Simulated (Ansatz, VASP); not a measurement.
**TiO2: VASP beside Ansatz**

```
CELL_PARAMETERS angstrom
-1.89210 1.89210 4.75730
1.89210 -1.89210 4.75730
1.89210 1.89210 -4.75730
ATOMIC_POSITIONS crystal
Ti 0.00000 0.00000 0.00000
Ti 0.75000 0.25000 0.50000
O 0.20812 0.20812 0.00000
O 0.95812 0.45812 0.50000
O 0.54188 0.04188 0.50000
O 0.79188 0.79188 0.00000
```

Alike in both runs: functional r2SCAN; k mesh 5 × 5 × 5; no spin polarisation.

Ansatz relaxed the structure, and its values are those at the end. VASP's run is a single point on that final structure, the one shown.

|  | VASP | Ansatz |
| --- | --- | --- |
| version | VASP 6.6.1 | Ansatz 0.2.0 |
| potentials or method | VASP PAW PBE potentials, release 64 (Ti_sv, O_h) | scalar-relativistic, plane waves, PAW |
| plane-wave cutoff (eV) | 910 | 500 |
| occupations | gaussian, width 0.01 eV | fixed |
| valence electrons in the cell | 48 | 48 |

|  | VASP | Ansatz | Ansatz less VASP |
| --- | --- | --- | --- |
| gap on the k mesh at the Fermi level (eV) | 2.55 | 2.52 | -0.034 |
| least direct gap on the mesh (eV) | 2.91 | 2.87 | -0.036 |
| rms of the force components (eV/Å) | 0.016 | 0.002 | -0.0146 |

VASP's potentials were made for PBE, not for r2SCAN. Ansatz's warnings: stress scf threshold loose.

The k mesh is coarse, so the values compare programs but aren't converged. Noted on VASP's run: the cutoff is short for stress, so the pressure is rough.
